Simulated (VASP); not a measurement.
C, 8 atoms in the cell. The typed cell holds 8 atoms: a = 3.835 Å, b = 3.835 Å, c = 3.835 Å, α = 109.47°, β = 109.47°, γ = 109.47°. 

```yaml
Program: VASP 6.6.1
Task: single point
Functional: PBE
Potentials_or_basis: VASP PAW PBE potentials, release 64 (C)
Cutoff: 520 eV
k_mesh: 6 × 6 × 6
Occupations: gaussian, width 0.1 eV
Spin: no spin polarisation
Dipole_correction: no
Further_INCAR_settings: ALGO = Normal; EDIFF = 1e-07; NBANDS = 26
```

Potentials or basis: VASP PAW PBE potentials, release 64 (C).

Run with:

```bash
$ cat potpaw_PBE.64/C/POTCAR > POTCAR
$ mpirun -np 1 vasp_std > vasp.out
```

Hardware: 1 thread of Intel(R) Xeon(R) Platinum 8488C (Sapphire Rapids), with other jobs on the host.

Task: How long does it take, and how much memory?

Result: Run time: 12 s on 1 thread of Intel(R) Xeon(R) Platinum 8488C (Sapphire Rapids) (shared host), peak memory 0.15 GiB. Counts: scf iterations 12, k points 16.
